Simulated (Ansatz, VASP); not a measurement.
## Lu2Ge3: VASP beside Ansatz

```
Lu Ge
1.0
     4.50962    0.00000    0.00000
    -2.25481    3.90544    0.00000
     0.00000    0.00000    6.17127
Lu Ge
2 3
Cartesian
  0.0000 2.6036 0.0000
  2.2548 1.3018 0.0000
  0.0000 0.0000 4.2237
  0.0000 0.0000 1.9476
  0.0000 0.0000 0.0000
```

Alike in both runs: task single point; functional PBE; k mesh 6 × 6 × 4; occupations gaussian, width 0.1 eV; no spin polarisation.

```csv
,VASP,Ansatz
version,VASP 6.6.1,Ansatz 0.2.0
potentials or method,"VASP PAW PBE potentials, release 64 (Lu, Ge_d), cutoff 520 eV","scalar-relativistic, plane waves, PAW"
valence electrons in the cell,92,92
```

```tsv
	VASP	Ansatz	Ansatz less VASP
gap on the k mesh at the Fermi level (eV)	none	none	-
rms of the force components (eV/Å)	3.122	2.990	-0.1319
```

Atom by atom the forces differ by 0.132 eV/Å (rms over components). A gap of «none» marks a metal or a gap that the smearing closes.

Spin-orbit coupling is off throughout.
